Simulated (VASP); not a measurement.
Wanted: the native input for a VASP 6.6.1 run.

| Item | Value |
| --- | --- |
| Task | single point |
| Functional | PBE |
| Potentials or basis | VASP PAW PBE potentials, release 64 (Zn) |
| Cutoff | 520 eV |
| k mesh | 8 × 8 × 8 |
| Occupations | gaussian, width 0.1 eV |
| Spin | no spin polarisation |
| Dipole correction | no |
| Further INCAR settings | ALGO = Normal; EDIFF = 1e-06; NBANDS = 12 |

The structure of Zn lies in POSCAR:

```
Zn
1.0
    0.0000000000      2.0001716195      2.0001716195
    2.0001716195      0.0000000000      2.0001716195
    2.0001716195      2.0001716195      0.0000000000
Zn
1
Direct
    0.0000000000      0.0000000000      0.0000000000
```

This cell differs from its parent crystal: Cd replaced by Zn, lengths x 0.908, strained.

The input as run:

INCAR

```
PREC = Accurate
ENCUT = 520
EDIFF = 1E-6
ISMEAR = 0
SIGMA = 0.1
LREAL = F
LASPH = T
NELM = 80
ALGO = Normal
ISIF = 2
LWAVE = F
LCHARG = T
GGA = PE
LELF = T
LVHAR = T
NBANDS = 12
```

KPOINTS

```
regular mesh
0
Gamma
  8 8 8
```

Potentials or basis: VASP PAW PBE potentials, release 64 (Zn).

Command:

```bash
$ cat potpaw_PBE.64/Zn/POTCAR > POTCAR
$ mpirun -np 1 vasp_std > vasp.out
```

It gave:

```yaml
Pressure: -2.7 GPa
Band_gap_on_the_k_mesh: zero (band 6 reaches 4.93 eV, above the bottom of band 7 at 1.25 eV)
```

Caveat: the cell differs from its parent crystal (Cd replaced by Zn, lengths x 0.908, strained).

It took 3 s on 1 thread of Intel(R) Xeon(R) Platinum 8559C (Emerald Rapids), on a shared host, peak memory 0.13 GiB.
